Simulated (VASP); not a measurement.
**SiSnO4: relaxation of cell and atoms with PBE**

SiSnO4:

```
Sn Si O
1.0
     3.24059   -3.24059    0.00000
     3.24059    3.24059    0.00000
     0.00000    0.00000    3.08503
Sn Si O
1 1 4
Cartesian
  3.2406 0.0000 1.5425
  0.0000 0.0000 0.0000
  1.2575 0.0000 1.5425
  5.2237 0.0000 1.5425
  3.2406 -1.2575 0.0000
  3.2406 1.2575 0.0000
```

| Item | Value |
| --- | --- |
| Program | VASP 6.6.1 |
| Task | relaxation of cell and atoms |
| Functional | PBE |
| Potentials or basis | VASP PAW PBE potentials, release 64 (Sn_d, Si, O) |
| Cutoff | 600 eV |
| k mesh | 6 × 6 × 8 |
| Occupations | fermi-dirac, width 0.02 eV |
| Spin | no spin polarisation |
| Dipole correction | no |
| Further INCAR settings | ALGO = Normal; EDIFF = 1e-07; IBRION = 2; EDIFFG = -0.005; NSW = 80; ISIF = 3 |

```
Relaxed volume                        : 10.20 Å³/atom
Relaxed cell                          : a = 4.535 Å, b = 4.535 Å, c = 2.978 Å, α = 90.00°, β = 90.00°, γ = 88.42°
Space group after relaxing (to 0.1 Å) : Cmmm (No. 65)
Energy gained by relaxing             : 237.1 meV/atom
Ionic steps                           : 11
Pressure after relaxing               : 0.0 GPa
Band gap on the k mesh                : 1.81 eV
```

Forces in eV/Å, atoms in the order of the input:
```
Sn   0.000  0.000  0.000
Si   0.000  0.000  0.000
O    0.002  0.000  0.000
O   -0.002  0.000  0.000
O    0.000 -0.001  0.000
O    0.000  0.001  0.000
```

Step by step:
```csv
step,energy change (eV),largest force (eV/Å),pressure (GPa),volume (Å³)
1,0.0000,4.4394,-3.91,64.79
2,-0.9591,3.3381,0.76,62.31
3,-1.3426,0.6878,-5.65,63.16
4,-1.3427,0.7887,-5.50,63.12
5,-1.3838,0.4213,5.78,59.94
6,-1.4069,0.5536,1.25,61.11
7,-1.4204,0.2509,-0.50,61.34
8,-1.4221,0.0561,-0.10,61.28
9,-1.4225,0.0129,-0.06,61.24
10,-1.4226,0.0011,-0.07,61.25
11,-1.4226,0.0020,0.05,61.22
```

Final structure:
```cif
data_structure
_symmetry_space_group_name_H-M 'P 1'
_symmetry_Int_Tables_number 1
_cell_length_a 4.5351
_cell_length_b 4.5351
_cell_length_c 2.9778
_cell_angle_alpha 90.000
_cell_angle_beta 90.000
_cell_angle_gamma 88.416
_cell_volume 61.22
loop_
_atom_site_label
_atom_site_type_symbol
_atom_site_fract_x
_atom_site_fract_y
_atom_site_fract_z
_atom_site_occupancy
Sn1 Sn 0.50000 0.50000 0.50000 1
Si1 Si 0.00000 0.00000 0.00000 1
O1 O 0.17655 0.17655 0.50000 1
O2 O 0.82345 0.82345 0.50000 1
O3 O 0.71951 0.28049 0.00000 1
O4 O 0.28049 0.71951 0.00000 1
```

Levels at points of the mesh, in eV from the valence-band top:
```
           k point  band 17  band 18  band 19  band 20  band 21  band 22  band 23  band 24  band 25
(0.00, 0.00, 0.00)    -2.12    -1.88    -0.87    -0.87     0.00     1.81     5.75     6.25     7.51
(0.50, 0.00, 0.00)    -2.59    -2.42    -1.36    -0.73    -0.64     4.31     5.35     7.40     7.57
(0.50, 0.50, 0.00)    -2.36    -2.29    -2.25    -1.98    -0.73     4.07     6.02     7.78     8.35
(0.00, 0.00, 0.50)    -2.79    -2.76    -1.78    -1.74    -1.54     5.64     7.48     8.40    10.57
(0.50, 0.00, 0.50)    -2.50    -2.01    -1.55    -1.15    -0.79     5.65     6.88     8.18     8.66
(0.50, 0.50, 0.50)    -2.70    -1.73    -1.33    -1.01    -0.76     4.32     5.06     8.77    10.51
```

Wall time 7 min on 1 thread of Intel(R) Xeon(R) 6975P-C (Granite Rapids), with other jobs on the host, peak memory 0.29 GiB.

Caveat: spin-orbit coupling is left out, which moves the levels of the heavy elements.
